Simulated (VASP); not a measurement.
The system is Ba.

```xyz
1
Lattice="-2.5125 2.5125 2.5125 2.5125 -2.5125 2.5125 2.5125 2.5125 -2.5125" Properties=species:S:1:pos:R:3 pbc="T T T"
Ba    0.0000    0.0000    0.0000
```

Base run:

| Item | Value |
| --- | --- |
| Program | VASP 6.6.1 |
| Functional | PBE |
| Potentials or basis | VASP PAW PBE potentials, release 64 (Ba_sv) |
| Cutoff | 520 eV |
| k mesh | 6 × 6 × 6 |
| Occupations | fermi-dirac, width 0.1 eV |
| Spin | no spin polarisation |

Its results: band gap on the k mesh zero (band 5 reaches 1.73 eV, above the bottom of band 6 at 1.09 eV); pressure 0.1 GPa.

Problem. The run is repeated on the same cell with these changes: k mesh from 6 × 6 × 6 to 2 × 2 × 2. What comes out?

Solution. Band gap on the k mesh zero (filled and empty bands touch); pressure -4.2 GPa.

Caveats: some runs use coarse meshes; spin-orbit coupling is left out, which moves the levels of the heavy elements.
